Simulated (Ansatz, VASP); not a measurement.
# TiH: VASP beside Ansatz

```
Ti H
1.0
     0.00000    2.05162    2.05162
     1.95581    0.00000    2.05162
     1.95581    2.05162    0.00000
Ti H
1 1
Direct
  0.00000 0.00000 0.00000
  0.50000 0.50000 0.50000
```

Change from the starting cell: mode 4 frozen in at +0.000 Å, normal strain along x -0.0467.

Alike in both runs: task single point; functional LDA; k mesh 18 × 18 × 18; occupations gaussian, width 0.15 eV; no spin polarisation.

|  | VASP | Ansatz |
| --- | --- | --- |
| version | VASP 6.6.1 | Ansatz 0.2.0 |
| potentials or method | VASP PAW LDA potentials, release 64 (Ti_sv, H), cutoff 520 eV | scalar-relativistic, plane waves, PAW |
| valence electrons in the cell | 13 | 13 |

VASP gave:

| Item | Value |
| --- | --- |
| gap on the k mesh at the Fermi level (eV) | none |
| pressure (GPa) | 8.3 |
| traceless stress, the component that is largest in VASP (GPa) | -1.20 |

Estimate Ansatz's values.

gap on the k mesh at the Fermi level (eV): none; pressure (GPa): 8.2; traceless stress, the component that is largest in VASP (GPa): -1.22.

LDA's correlation is that of Perdew and Zunger in VASP and of Perdew and Wang (1992) in Ansatz. A gap of «none» marks a metal or a gap that the smearing closes.
